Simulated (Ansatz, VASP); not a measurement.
# Pd in VASP and in Ansatz

```
Pd
1.0
    -0.09298    1.89954    1.89954
     1.89954   -0.09298    1.89954
     1.89954    1.89954   -0.09298
Pd
1
Direct
  0.00000 0.00000 0.00000
```

Alike in both runs: task single point; functional PBE; k mesh 24 × 24 × 24; occupations gaussian, width 0.15 eV; no spin polarisation.

|  | VASP | Ansatz |
| --- | --- | --- |
| version | VASP 6.6.1 | Ansatz 0.2.0 |
| potentials or method | VASP PAW PBE potentials, release 64 (Pd), cutoff 520 eV | scalar-relativistic, plane waves, PAW |
| valence electrons in the cell | 10 | 18 |

Ansatz gave:

* gap on the k mesh at the Fermi level (eV): none
* pressure (GPa): 8.7
* traceless stress, the component that is largest in VASP (GPa): 3.81

Problem. Estimate VASP's values.

Solution. gap on the k mesh at the Fermi level (eV): none; pressure (GPa): 8.4; traceless stress, the component that is largest in VASP (GPa): 3.78.

A gap of «none» marks a metal or a gap that the smearing closes. The functional is the same, so the differences come from potentials, cutoffs and numerics. VASP's potentials hold 10 valence electrons a cell and Ansatz's 18, so a difference there can come from the potentials and not from the codes.
